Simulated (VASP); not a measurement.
# BN (P1) in VASP: notebook

The runs below take BN through single point, with PBE.

All numbers are computed with VASP 6.6.1; they aren't measurements. Logs are shortened: lines on timing, memory, paths and dates and some standing lists are left out, and cuts for length are marked.

## Step 1: The cell of the first run

The typed cell holds 16 atoms: a = 5.229 Å, b = 5.229 Å, c = 5.229 Å, α = 60.00°, β = 60.00°, γ = 60.00°.

## Step 2: Single point, PBE (dynamics (nvt nose hoover) at 1800 K, volume x 1.06, from the last frame before)

File INCAR:

```
SYSTEM = BN
PREC = Accurate ; ENCUT = 520
EDIFF = 1E-6 ; ISMEAR = -1
SIGMA = 0.1551 ; LREAL = Auto
LASPH = .TRUE. ; NELM = 60
ALGO = Normal ; ISIF = 2
LWAVE = .FALSE. ; LCHARG = .TRUE.
GGA = PE ; LELF = .TRUE.
LVHAR = .TRUE. ; NBANDS = 46
```

File KPOINTS:

```
Automatic mesh
0
Gamma
  2 2 2
  0.5 0.5 0.5
```

File POSCAR:

```
BN
1.0
   -3.6971181333      3.6971181333      0.0000000000
    0.0000000000      3.6971181333     -3.6971181333
   -3.6971181333      0.0000000000     -3.6971181333
B N
8 8
Direct
   -0.0021670933      0.5207656154      0.5005230921
    0.0054392365      0.0007177212      0.5074910869
   -0.0005962752      0.4761109698     -0.0008351099
    0.0015079313      0.0052265033     -0.0220736793
    0.4990673637      0.5012855779      0.4971764314
    0.4962934464     -0.0137613942      0.5117038276
    0.5019594812      0.5079833623      0.0036578490
    0.4957679019      0.0078343453     -0.0080683113
    0.3765422012      0.8773062918      0.3815958671
    0.3748876693      0.3910240214      0.3682738692
    0.3825962409      0.8703301826      0.8685550162
    0.3744987177      0.3681816352      0.8857095938
    0.8783034198      0.8502456201      0.3785809513
    0.8687397546      0.3663146405      0.3741328922
    0.8780077842      0.8954795007      0.8596567341
    0.8685294557      0.3763620609      0.8915406220
```

Potentials or basis: VASP PAW PBE potentials, release 64 (B, N).

Run with:

```bash
$ cat potpaw_PBE.64/B/POTCAR potpaw_PBE.64/N/POTCAR > POTCAR
$ mpirun -np 1 vasp_std > vasp.out
```

OUTCAR:

```text
SYSTEM = BN
   PREC = Accurate
   ENCUT = 520
   EDIFF = 1E-6
   ISMEAR = -1
   LREAL = Auto
   LASPH = .TRUE.
   NELM = 60
   ISIF = 2
   GGA = PE

 ion  position               nearest neighbor table
   1  0.998  0.521  0.501-  13 1.41  10 1.61  16 1.67  14 1.75
   2  0.005  0.001  0.507-  15 1.50  14 1.57   9 1.58  13 1.74
   3  0.999  0.476  0.999-  16 1.45  14 1.60  12 1.61  15 1.79
   4  0.002  0.005  0.978-  15 1.50  16 1.59  11 1.63  13 1.71
   5  0.499  0.501  0.497-  10 1.55  14 1.58   9 1.61  12 1.66
   6  0.496  0.986  0.512-  11 1.52   9 1.53  13 1.63  10 1.73
[... 8 lines left out ...]
  15  0.878  0.895  0.860-   4 1.50   2 1.50   8 1.63   3 1.79
  16  0.869  0.376  0.892-   3 1.45   7 1.57   4 1.59   1 1.67

  LATTYP: Found a face centered cubic cell.
 ALAT       =     7.3942362666

  Lattice vectors:

 A1 = (  -3.6971181333,   3.6971181333,   0.0000000000)
 A2 = (   0.0000000000,   3.6971181333,  -3.6971181333)
 A3 = (  -3.6971181333,   0.0000000000,  -3.6971181333)

Analysis of symmetry for initial positions (statically):
=====================================================================
 Subroutine PRICEL returns:
 Original cell was already a primitive cell.

 Routine SETGRP: Setting up the symmetry group for a
 face centered cubic supercell.

 Subroutine GETGRP returns: Found  1 space group operations
 (whereof  1 operations were pure point group operations)
 out of a pool of 48 trial point group operations.

The static configuration has the point symmetry C_1 .

Analysis of symmetry for dynamics (positions and initial velocities):
=====================================================================
 Subroutine PRICEL returns:
 Original cell was already a primitive cell.

 Routine SETGRP: Setting up the symmetry group for a
 face centered cubic supercell.

 Subroutine GETGRP returns: Found  1 space group operations
 (whereof  1 operations were pure point group operations)
 out of a pool of 48 trial point group operations.

The dynamic configuration has the point symmetry C_1 .

 Subroutine INISYM returns: Found  1 space group operations
 (whereof  1 operations are pure point group operations),
 and found     1 'primitive' translations

----------------------------------------------------------------------------------------

                                     Primitive cell

  volume of cell :     101.0695

  direct lattice vectors                    reciprocal lattice vectors
    -3.697118133  3.697118133  0.000000000    -0.135240472  0.135240472  0.135240472
     0.000000000  3.697118133 -3.697118133     0.135240472  0.135240472 -0.135240472
    -3.697118133  0.000000000 -3.697118133    -0.135240472 -0.135240472 -0.135240472

  length of vectors
     5.228514606  5.228514606  5.228514606     0.234243368  0.234243368  0.234243368

  position of ions in fractional coordinates (direct lattice)
     0.997832907  0.520765615  0.500523092
     0.005439237  0.000717721  0.507491087
     0.999403725  0.476110970  0.999164890
     0.001507931  0.005226503  0.977926321
     0.499067364  0.501285578  0.497176431
     0.496293446  0.986238606  0.511703828
[... 8 lines left out ...]
     0.878007784  0.895479501  0.859656734
     0.868529456  0.376362061  0.891540622

  ion indices of the primitive-cell ions
   primitive index   ion index
                 1           1
                 2           2
                 3           3
                 4           4
                 5           5
                 6           6
[... 8 lines left out ...]
                15          15
                16          16

----------------------------------------------------------------------------------------

 KPOINTS: Automatic mesh

Automatic generation of k-mesh.
 Grid dimensions read from file:
 generate k-points for:    2    2    2

 Generating k-lattice:

  Cartesian coordinates                     Fractional coordinates (reciprocal lattice)
    -0.067620236  0.067620236  0.067620236     0.500000000  0.000000000  0.000000000
     0.067620236  0.067620236 -0.067620236     0.000000000  0.500000000  0.000000000
    -0.067620236 -0.067620236 -0.067620236     0.000000000  0.000000000  0.500000000

  Length of vectors
     0.117121684  0.117121684  0.117121684

  Shift w.r.t. Gamma in fractional coordinates (k-lattice)
     0.500000000  0.500000000  0.500000000

 Subroutine IBZKPT returns following result:
 ===========================================

 Found     16 irreducible k-points:

 Following reciprocal coordinates:
            Coordinates               Weight
  0.250000  0.250000  0.250000      2.000000
  0.250000  0.000000  0.000000      2.000000
  0.000000  0.000000 -0.250000      2.000000
  0.000000  0.250000  0.000000      2.000000
 -0.250000  0.250000  0.250000      2.000000
  0.250000 -0.250000  0.250000      2.000000
[... 8 lines left out ...]
  0.000000  0.250000  0.500000      2.000000
  0.500000  0.250000  0.000000      2.000000
   k-points           NKPTS =     16   k-points in BZ     NKDIM =     16   number of bands    NBANDS=     46
   number of dos      NEDOS =    301   number of ions     NIONS =     16
   total plane-waves  NPLWV =  64000
   dimension x,y,z NGX =    40 NGY =   40 NGZ =   40
   dimension x,y,z NGXF=    80 NGYF=   80 NGZF=   80
   ions per type =               8   8
   NGX,Y,Z   is equivalent  to a cutoff of  12.72, 12.72, 12.72 a.u.
   NGXF,Y,Z  is equivalent  to a cutoff of  25.44, 25.44, 25.44 a.u.
 SYSTEM =  BN
   PREC   = accura    normal or accurate (medium, high low for compatibility)
   ISTART =      0    job   : 0-new  1-cont  2-samecut
   ICHARG =      2    charge: 1-file 2-atom 10-const
   ISPIN  =      1    spin polarized calculation?
   LNONCOLLINEAR =      F non collinear calculations
   LSORBIT =      F    spin-orbit coupling
   LASPH  =      T    aspherical Exc in radial PAW
   ENCUT  =  520.0 eV  38.22 Ry    6.18 a.u.   9.72  9.72  9.72*2*pi/ulx,y,z
   NELM   =     60;   NELMIN=  2; NELMDL= -5     # of ELM steps
   EDIFF  = 0.1E-05   stopping-criterion for ELM
   LREAL  =      T    real-space projection
   EDIFFG = 0.1E-04   stopping-criterion for IOM
   NSW    =      0    number of steps for IOM
   IBRION =     -1    ionic relax: 0-MD 1-quasi-New 2-CG
   NFREE  =      0    steps in history (QN), initial steepest desc. (CG)
   ISIF   =      2    stress and relaxation
   ISYM   =      2    0-nonsym 1-usesym 2-fastsym
   POTIM  = 0.5000    time-step for ionic-motion
   TEBEG  =    0.0;   TEEND  =   0.0 temperature during run
   PSTRESS=    0.0 pullay stress
   NELECT =      64.0000    total number of electrons
   NUPDOWN=      -1.0000    fix difference up-down
   EMIN   =  10.00;   EMAX   =-10.00  energy-range for DOS
   EFERMI =   0.00;   METHOD = LEGACY
   ISMEAR =    -1;   SIGMA  =   0.16  broadening in eV -4-tet -1-fermi 0-gaus
   EFERMI_NEDOS =   21; number of points for ismear=-14 and -15
   IALGO  =     38    algorithm
   IMIX   =      4    mixing-type and parameters
     AMIX     =   0.40;   BMIX     =  1.00
     AMIX_MAG =   1.60;   BMIX_MAG =  1.00
  volume/ion in A,a.u.               =       6.32        42.63
  Fermi-wavevector in a.u.,A,eV,Ry     =   1.405815  2.656605 26.889408  1.976316
  Thomas-Fermi vector in A             =   2.528238
   LORBIT       =      0    0 simple, 1 ext, 2 COOP (PROOUT), +10 PAW based schemes
   GGA     = PE    functional components
[... 5 lines left out ...]
 non-spin polarized calculation
  energy-cutoff  :      520.00
  volume of cell :      101.07
 maximum number of plane-waves:      2716
 NGX is ok and might be reduce to    40
   NGX = 19   NGY = 19   NGZ = 19

 number of electron      63.9999998 magnetization

 Free energy of the ion-electron system (eV)
  ---------------------------------------------------
  ext. energy  EPLUGINS =         0.00000000
  ---------------------------------------------------
  free energy    TOTEN  =      -137.70658036 eV

  energy without entropy =     -137.70658006  energy(sigma->0) =     -137.70658021

 E-fermi :   8.9841     XC(G=0): -12.4814

 val. band max:        6.5070889303   @ k =   0.0000   0.0000  -0.2500
 cond. band min:      11.3944932277   @ k =   0.2500   0.0000   0.0000
 fundamental gap:      4.8874042974
 Fermi energy:         8.9840595174

 k-point     1 :       0.2500    0.2500    0.2500
  band No.  band energies     occupation
      1     -12.6444      2.00000
      2     -10.1635      2.00000
      3      -9.3401      2.00000
      4      -9.0130      2.00000
      5      -8.8000      2.00000
      6      -8.2846      2.00000
[... 36 lines left out ...]
     43      16.2683      0.00000
     44      16.3118      0.00000

 k-point     2 :       0.2500    0.0000    0.0000
  band No.  band energies     occupation
      1     -12.6391      2.00000
      2     -10.1778      2.00000
      3      -9.2674      2.00000
      4      -9.1318      2.00000
      5      -8.7492      2.00000
      6      -8.3694      2.00000
[... 36 lines left out ...]
     43      16.2493      0.00000
     44      16.5026      0.00000

 k-point     3 :       0.0000    0.0000   -0.2500
  band No.  band energies     occupation
      1     -12.6448      2.00000
      2     -10.1307      2.00000
      3      -9.3600      2.00000
      4      -9.0677      2.00000
      5      -8.7690      2.00000
      6      -8.3247      2.00000
[... 36 lines left out ...]
     43      16.0201      0.00000
     44      16.3581      0.00000

 k-point     4 :       0.0000    0.2500    0.0000
  band No.  band energies     occupation
      1     -12.6424      2.00000
      2     -10.2140      2.00000
      3      -9.2045      2.00000
      4      -9.0514      2.00000
      5      -8.8361      2.00000
      6      -8.2544      2.00000
[... 506 lines left out ...]
     43      16.8212      0.00000
     44      17.2527      0.00000

 k-point    15 :       0.0000    0.2500    0.5000
  band No.  band energies     occupation
      1     -11.7664      2.00000
      2     -10.8237      2.00000
      3     -10.1159      2.00000
      4      -9.3670      2.00000
      5      -9.3013      2.00000
      6      -8.3316      2.00000
[... 36 lines left out ...]
     43      16.7376      0.00000
     44      17.2745      0.00000

 k-point    16 :       0.5000    0.2500    0.0000
  band No.  band energies     occupation
      1     -11.7479      2.00000
      2     -10.8735      2.00000
      3     -10.1053      2.00000
      4      -9.3641      2.00000
      5      -9.2013      2.00000
      6      -8.5146      2.00000
[... 36 lines left out ...]
     43      16.8721      0.00000
     44      17.1630      0.00000
 [bands above 44 left out]

------------------------ aborting loop because EDIFF is reached ----------------------------------------

  FORCE on cell =-STRESS in cart. coord.  units (eV):
  Direction    XX          YY          ZZ          XY          YZ          ZX
  --------------------------------------------------------------------------------------
  -------------------------------------------------------------------------------------
  Total       -7.6620498     -9.0377608     -8.6478335      0.7074368     -1.8196978      0.4399863
  in kB     -121.4606425   -143.2687417   -137.0875207     11.2144574    -28.8462839      6.9747680
  external PRESSURE =    -133.9389683 kB  Pullay stress =       0.0000000 kB

 VOLUME and BASIS-vectors are now :
 -----------------------------------------------------------------------------
  energy-cutoff  :      520.00
  volume of cell :      101.07
      direct lattice vectors                 reciprocal lattice vectors
    -3.697118133  3.697118133  0.000000000    -0.135240472  0.135240472  0.135240472
     0.000000000  3.697118133 -3.697118133     0.135240472  0.135240472 -0.135240472
    -3.697118133  0.000000000 -3.697118133    -0.135240472 -0.135240472 -0.135240472

 POSITION                                       TOTAL-FORCE (eV/Angst)
 -----------------------------------------------------------------------------------
     -5.53960      5.61444     -3.77582        -1.131798     -2.279893      3.174580
     -1.89636      0.02276     -1.87891         1.582254     -0.157584      0.970704
     -7.38894      5.45515     -5.45427        -2.125330      2.376928     -3.096801
     -3.62108      0.02490     -3.63483        -2.026137     -0.925851     -1.310216
     -3.68323      3.69842     -3.69143        -0.746750      0.034989     -0.170318
     -3.72669      5.48110     -5.53807         0.483911      2.294661      0.694633
[... 8 lines left out ...]
     -6.42435      6.55679     -6.48895        -0.503421     -2.725714      0.670731
     -6.50719      4.60251     -4.68759         1.815255     -0.000968      2.844633
 -----------------------------------------------------------------------------------
    total drift:                               -0.001998      0.003412     -0.002257

  FREE ENERGIE OF THE ION-ELECTRON SYSTEM (eV)
  ---------------------------------------------------
  free  energy   TOTEN  =      -137.7065803610 eV

  energy  without entropy=     -137.7065800607  energy(sigma->0) =     -137.70658021
```

Wall time 62 s (1 thread of Intel Xeon 6975P-C (Granite Rapids), shared host); peak memory 0.25 GiB.

Results:

```
Free energy            : -137.7066 eV
Pressure               : -13.4 GPa
Largest force          : 4.948 eV/Å
Band gap on the k mesh : 4.89 eV
```

Forces on the atoms (eV/Å):
```
B   -1.132 -2.280  3.175
B    1.582 -0.158  0.971
B   -2.125  2.377 -3.097
B   -2.026 -0.926 -1.310
B   -0.747  0.035 -0.170
B    0.484  2.295  0.695
B    0.231 -1.622  0.580
B   -1.437  0.491 -0.255
N    0.950 -0.520  1.068
N   -0.817 -1.842 -0.018
N    0.443  0.000 -1.650
N    1.528  0.449  0.319
N    2.253  3.108 -3.122
N   -0.499  1.319 -0.701
N   -0.503 -2.726  0.671
N    1.815 -0.001  2.845
```

Levels at points of the mesh, in eV from the valence-band top:
| k point | band 30 | band 31 | band 32 | band 33 | band 34 | band 35 |
| --- | --- | --- | --- | --- | --- | --- |
| (0.25, 0.25, 0.25) | -1.22 | -0.21 | -0.12 | 5.03 | 5.43 | 5.79 |

Caveat: the k points lie up to 0.74 Å⁻¹ apart; forces of over 1 eV/Å act on the atoms, so gaps and moduli don't describe the material at rest.

(Continued in part 2 of 2.)
